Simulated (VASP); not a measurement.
## Te3Pb4Se: single point with PBE

Crystal: Te3Pb4Se.

```xyz
8
Lattice="6.4918 0.0000 0.0000 0.0000 6.4918 0.0000 0.0000 0.0000 6.4918" Properties=species:S:1:pos:R:3 pbc="T T T"
Te    3.2459    0.0000    0.0000
Te    0.0000    0.0000    3.2459
Te    0.0000    3.2459    0.0000
Pb    0.0000    3.2459    3.2459
Pb    3.2459    3.2459    0.0000
Pb    0.0000    0.0000    0.0000
Pb    3.2459    0.0000    3.2459
Se    3.2459    3.2459    3.2459
```

```yaml
Program: VASP 6.6.1
Task: single point
Functional: PBE
Potentials_or_basis: VASP PAW PBE potentials, release 64 (Te, Pb_d, Se)
Cutoff: 500 eV
k_mesh: 6 × 6 × 6
Occupations: gaussian, width 0.01 eV
Spin: no spin polarisation
```

```yaml
Pressure: 0.0 GPa
Band_gap_on_the_k_mesh: 0.20 eV
```

Levels at points of the mesh, in eV from the valence-band top:
```tsv
k point	band 38	band 39	band 40	band 41	band 42	band 43
(0.00, 0.00, 0.00)	-1.31	-1.31	-1.31	3.53	3.53	3.53
(0.50, 0.00, 0.00)	-1.32	-0.51	-0.33	1.69	1.73	2.40
(0.50, 0.50, 0.00)	-0.65	-0.59	-0.57	1.35	1.57	1.57
(0.50, 0.50, 0.50)	-0.07	-0.07	0.00	0.20	0.84	0.84
```

Run time: 8.1 min on 1 thread of Oxide Virtual Turin-like Processor (shared host), peak memory 0.44 GiB.

Caveat: spin-orbit coupling is left out, which moves the levels of the heavy elements. A k mesh can miss the band edges.
